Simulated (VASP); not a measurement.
Li: relaxation of shape and atoms at fixed volume with PBE

Crystal: Li.

```
Li
1.0
     5.08316    0.00000    0.00000
    -2.54158    4.40215    0.00000
     0.00000    0.00000    2.98721
Li
3
Direct
  0.00000 0.00000 0.00000
  0.66667 0.33333 0.50000
  0.33333 0.66667 0.50000
```

This isn't the form of Li at room conditions, which is bcc.

* Program: VASP 6.6.1
* Task: relaxation of shape and atoms at fixed volume
* Functional: PBE
* Potentials or basis: VASP PAW PBE potentials, release 64 (Li_sv)
* Cutoff: 600 eV
* k mesh: 12 × 12 × 14
* Occupations: gaussian, width 0.1 eV
* Spin: no spin polarisation
* Dipole correction: no
* Further INCAR settings: ALGO = Fast; EDIFF = 1e-07; IBRION = 2; EDIFFG = -0.01; NSW = 50; ISIF = 4

| Quantity | Value |
| --- | --- |
| Pressure after relaxing | -1.2 GPa |
| Band gap on the k mesh | zero (an odd number of electrons rules out a gap without spin polarisation) |

Stress tensor (GPa, compression positive):
```
-1.24  0.00  0.00
 0.00 -1.24  0.00
 0.00  0.00 -1.16
```

Final structure:
```xyz
3
Lattice="5.0832 0.0000 0.0000 -2.5416 4.4021 0.0000 0.0000 0.0000 2.9872" Properties=species:S:1:pos:R:3 pbc="T T T"
Li    0.0000    0.0000    0.0000
Li    2.5416    1.4674    1.4936
Li    0.0000    2.9348    1.4936
```

Levels at points of the mesh, in eV from the Fermi level:
```
           k point  band 1  band 2  band 3  band 4  band 5  band 6  band 7  band 8
(0.00, 0.00, 0.00)  -46.76  -46.75  -46.65   -3.45    2.00    2.00    2.06    2.06
(0.50, 0.00, 0.00)  -46.76  -46.75  -46.65   -1.98   -1.96    0.13    2.79    7.61
(0.00, 0.00, 0.50)  -46.75  -46.74  -46.65   -0.50    0.05    5.09    5.11    5.11
(0.50, 0.00, 0.50)  -46.75  -46.74  -46.65    0.58    0.67    1.84    2.71    3.77
```

It took 42 s on 1 thread of Intel(R) Xeon(R) 6975P-C (Granite Rapids), with other jobs on the host, peak memory 0.23 GiB.

Caveat: the cutoff is under 1.25 times the usual one of these potentials, so pressure, stress and relaxed cells hold a basis-set (Pulay) error; the relaxation stopped at its first step, so nothing moved.
